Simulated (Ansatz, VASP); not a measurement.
Two plane-wave programs on TiAl3

File INCAR:

```
ALGO = Normal ; DIPOL = 0.5 0.5 0.274
EDIFF = 1E-6 ; ENCUT = 520
GGA = PE ; IDIPOL = 3
ISIF = 2 ; ISMEAR = 0
LASPH = T ; LCHARG = F
LDIPOL = T ; LREAL = F
LWAVE = F ; NBANDS = 31
NELM = 100 ; PREC = Accurate
SIGMA = 0.1
```

The input KPOINTS:

```
k-points
0
Gamma
  6 6 1
```

POSCAR

```
TiAl3
1.0
    5.0969736979      0.0000000000      0.0000000000
    2.1961599276      4.5995676372      0.0000000000
    0.0000000000      0.0000000000     22.1361794262
Al Ti
6 2
Direct
    0.5000000000      0.0000000000      0.1806996557
    0.0000000000      0.5000000000      0.1806996557
    0.0000000000      0.0000000000      0.2421138078
    0.0000000000      0.5000000000      0.3076271417
    0.5000000000      0.0000000000      0.3076271417
    0.5000000000      0.5000000000      0.3675512052
    0.5000000000      0.5000000000      0.2421138078
    0.0000000000      0.0000000000      0.3646643711
```

Input for Ansatz:

```yaml
crystal:
  lattice:
    - [5.0969736979, 0.0, 0.0]
    - [2.1961599276, 4.5995676372, 0.0]
    - [0.0, 0.0, 22.1361794262]
  atoms:
    - { symbol: Al, position: [0.5, 0.0, 0.1806996557] }
    - { symbol: Al, position: [0.0, 0.5, 0.1806996557] }
    - { symbol: Ti, position: [0.5, 0.5, 0.2421138078] }
    - { symbol: Al, position: [0.0, 0.0, 0.2421138078] }
    - { symbol: Al, position: [0.0, 0.5, 0.3076271417] }
    - { symbol: Al, position: [0.5, 0.0, 0.3076271417] }
    - { symbol: Ti, position: [0.0, 0.0, 0.3646643711] }
    - { symbol: Al, position: [0.5, 0.5, 0.3675512052] }
basis:
  ecutwfc: 420
kpoints:
  mp_grid: { grid: [6, 6, 1] }
hamiltonian:
  xc: pbe
  pseudopotentials: { kind: paw, azcp: { folder: soft_1 } }
scf:
  occupations: { method: gaussian, width: 0.1 }
output:
  forces: true
  eigenvalues: true
efield:
  axis: 3
  dipole_correction: true
  ramp_width: 0.04
```

Alike in both runs: task single point; functional PBE; k mesh 6 × 6 × 1; occupations gaussian, width 0.1 eV; no spin polarisation.

```csv
,VASP,Ansatz
version,VASP 6.6.1,Ansatz 0.2.0
potentials or method,"VASP PAW PBE potentials, release 64 (Al, Ti_sv), cutoff 520 eV","scalar-relativistic, plane waves, PAW"
valence electrons in the cell,42,42
```

|  | VASP | Ansatz | Ansatz less VASP |
| --- | --- | --- | --- |
| gap on the k mesh at the Fermi level (eV) | none | none | - |
| rms of the force components (eV/Å) | 0.244 | 0.244 | +0.0001 |

A gap of «none» marks a metal or a gap that the smearing closes.
